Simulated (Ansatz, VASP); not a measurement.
# GaN in VASP and in Ansatz

```
Ga N
1.0
     0.00000    2.24895    2.24895
     2.23681    0.00000    2.24895
     2.23681    2.24895    0.00000
Ga N
1 1
Direct
  0.00000 0.00000 0.00000
  0.25000 0.25000 0.25000
```

Change from the starting cell: uniaxial_x strain -0.5%.

Alike in both runs: task single point; functional HSE06; k mesh 6 × 6 × 6; no spin polarisation.

```csv
,VASP,Ansatz
version,VASP 6.6.1,Ansatz 0.2.0
potentials or method,"VASP PAW PBE potentials, release 64 (Ga_d, N)","plane waves, PAW"
plane-wave cutoff (eV),520,420
occupations,"gaussian, width 0.01 eV",fixed
valence electrons in the cell,18,18
```

Ansatz gave:

| Property | Result |
| --- | --- |
| gap on the k mesh at the Fermi level (eV) | 3.03 |
| pressure (GPa) | 1.1 |
| traceless stress, the component that is largest in VASP (GPa) | 0.47 |

Task: What did VASP give for the same quantities?

Result: gap on the k mesh at the Fermi level (eV): 3.05; pressure (GPa): 1.0; traceless stress, the component that is largest in VASP (GPa): 0.48.

Ansatz's warnings: stress exchange threshold loose, stress scf threshold loose.
